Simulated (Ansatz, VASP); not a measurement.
## C: VASP beside Ansatz

File INCAR:

```
  PREC = Accurate
  ENCUT = 520
  EDIFF = 1E-7
  ISMEAR = 0
  SIGMA = 0.05
  LREAL = False
  LASPH = True
  NELM = 60
  ALGO = Normal
  ISIF = 2
  LWAVE = False
  LCHARG = False
  GGA = PE
  NBANDS = 16
```

KPOINTS

```
regular mesh
0
Gamma
  12 12 10
```

File POSCAR:

```
C
1.0
    0.0000000000     -1.7834000000     -1.7834000000
   -1.7834000000      0.0000000000     -1.7834000000
    1.7834000000      1.7834000000     -3.5668000000
C
4
Direct
    0.7864202676      0.7864202676      0.7378599108
    0.2864202676      0.2864202676      0.2378599108
    0.3385797324      0.3385797324      0.8871400892
    0.8385797324      0.8385797324      0.3871400892
```

Input for Ansatz:

```yaml
crystal:
  lattice:
    - [0.0, -1.7834, -1.7834]
    - [-1.7834, 0.0, -1.7834]
    - [1.7834, 1.7834, -3.5668]
  atoms:
    - { symbol: C, position: [0.7864202676, 0.7864202676, 0.7378599108] }
    - { symbol: C, position: [0.2864202676, 0.2864202676, 0.2378599108] }
    - { symbol: C, position: [0.3385797324, 0.3385797324, 0.8871400892] }
    - { symbol: C, position: [0.8385797324, 0.8385797324, 0.3871400892] }
basis:
  ecutwfc: 420
kpoints:
  mp_grid: { grid: [12, 12, 10] }
hamiltonian:
  xc: pbe
scf:
  occupations: { method: gaussian, width: 0.05 }
output:
  forces: true
  stress: true
  eigenvalues: true
  write_density: true
  write_potential: true
  elf: true
  volumetric_format: npy
```

Change from the starting cell: mode 10 (1294.7 1/cm) frozen in, largest displacement +0.150 Å.

Alike in both runs: task single point; functional PBE; k mesh 12 × 12 × 10; occupations gaussian, width 0.05 eV; no spin polarisation.

```csv
,VASP,Ansatz
version,VASP 6.6.1,Ansatz 0.2.0
potentials or method,"VASP PAW PBE potentials, release 64 (C), cutoff 520 eV","scalar-relativistic, plane waves, PAW"
valence electrons in the cell,16,16
```

```csv
,VASP,Ansatz,Ansatz less VASP
gap on the k mesh at the Fermi level (eV),0.48,0.48,+0.002
least direct gap on the mesh (eV),0.57,0.57,+0.002
pressure (GPa),20.4,19.7,-0.69
"traceless stress, the component that is largest in VASP (GPa)",19.23,19.57,+0.340
rms of the force components (eV/Å),2.563,2.558,-0.0049
```

Atom by atom the forces differ by 0.005 eV/Å (rms over components). With one functional, cell and mesh, what is left measures potentials, basis and numerics.
